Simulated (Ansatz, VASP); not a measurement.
**One calculation of Ba2C, two programs**

```xyz
3
Lattice="0.0000 3.5195 3.5195 3.5195 0.0000 3.5195 3.5195 3.5195 0.0000" Properties=species:S:1:pos:R:3 pbc="T T T"
C     0.0000    0.0000    0.0000
Ba    1.7598    1.7598    1.7598
Ba    5.2793    5.2793    5.2793
```

Alike in both runs: task single point; functional PBE; k mesh 10 × 10 × 10; occupations fermi-dirac, width 0.05 eV; collinear spin.

```csv
,VASP,Ansatz
version,VASP 6.6.1,Ansatz 0.2.0
potentials or method,"VASP PAW PBE potentials, release 64 (C, Ba_sv), cutoff 520 eV","all-electron LAPW, scalar-relativistic"
```

VASP gave:

* gap on the k mesh at the Fermi level (eV): none
* pressure (GPa): 1.2
* net moment per atom (μB): 0.00

Problem. Estimate Ansatz's values.

Solution. gap on the k mesh at the Fermi level (eV): none; pressure (GPa): 0.0; net moment per atom (μB): 0.00.

A gap of «none» marks a metal or a gap that the smearing closes. Ansatz ran all-electron here, and VASP with PAW potentials. Ansatz's warnings: seeded moment not kept.

Neither program's run includes spin-orbit coupling.
